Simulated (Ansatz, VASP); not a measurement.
Zn2F in VASP and in Ansatz

```
Zn F
1.0
     4.31060    0.00000    0.00000
    -2.15530    3.73309    0.00000
     0.00000    0.00000    3.00627
Zn F
2 1
Direct
  0.33333 0.66667 0.50000
  0.66667 0.33333 0.50000
  0.00000 0.00000 0.00000
```

Alike in both runs: functional PBE; k mesh 6 × 6 × 6; occupations gaussian, width 0.1 eV; no spin polarisation.

Ansatz relaxed the structure, and its values are those at the end. VASP's run is a single point on that final structure, the one shown.

|  | VASP | Ansatz |
| --- | --- | --- |
| version | VASP 6.6.1 | Ansatz 0.2.0 |
| potentials or method | VASP PAW PBE potentials, release 64 (Zn, F), cutoff 520 eV | scalar-relativistic, plane waves, PAW |
| valence electrons in the cell | 31 | 31 |

|  | VASP | Ansatz | Ansatz less VASP |
| --- | --- | --- | --- |
| gap on the k mesh at the Fermi level (eV) | none | none | - |
| pressure (GPa) | 0.2 | 0.1 | -0.04 |

A gap of «none» marks a metal or a gap that the smearing closes.
